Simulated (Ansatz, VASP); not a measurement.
## Mo in VASP and in Ansatz

File INCAR:

```
PREC = Accurate
ENCUT = 520
EDIFF = 1E-8
ISMEAR = -1
SIGMA = 0.05
LREAL = False
LASPH = True
NELM = 100
ALGO = Normal
ISIF = 2
LWAVE = False
LCHARG = False
GGA = PE
LEFG = True
NBANDS = 13
```

File KPOINTS:

```
regular mesh
0
Gamma
  18 18 18
```

File POSCAR:

```
Mo
1.0
    0.0000000000      2.0143006544      2.0143006544
    2.0143006544      0.0000000000      2.0143006544
    2.0143006544      2.0143006544      0.0000000000
Mo
1
Direct
    0.0000000000      0.0000000000      0.0000000000
```

Input for Ansatz:

```yaml
crystal:
  lattice:
    - [0.0, 2.0143006544, 2.0143006544]
    - [2.0143006544, 0.0, 2.0143006544]
    - [2.0143006544, 2.0143006544, 0.0]
  atoms:
    - { symbol: Mo, position: [0.0, 0.0, 0.0] }
kpoints:
  mp_grid: { grid: [18, 18, 18] }
scf:
  occupations: { method: fermi_dirac, width: 0.05 }
hamiltonian:
  xc: pbe
  pseudopotentials: { kind: paw }
output:
  forces: true
  stress: true
  eigenvalues: true
  efg: { contact_densities: true }
  write_density: true
  write_potential: true
  elf: true
  volumetric_format: npy
```

Change from the starting cell: volume scaled by 1.02, PAW files.

Alike in both runs: task electric field gradients; functional PBE; k mesh 18 × 18 × 18; occupations fermi-dirac, width 0.05 eV; no spin polarisation.

```csv
,VASP,Ansatz
version,VASP 6.6.1,Ansatz 0.2.0
potentials or method,"VASP PAW PBE potentials, release 64 (Mo_sv)","PAW with Ansatz's default frozen-core files, scalar-relativistic"
plane-wave cutoff (eV),520,420
valence electrons in the cell,14,14
```

```tsv
	VASP	Ansatz	Ansatz less VASP
pressure (GPa)	-4.1	-4.5	-0.43
```

The functional is the same, so the differences come from potentials, cutoffs and numerics.
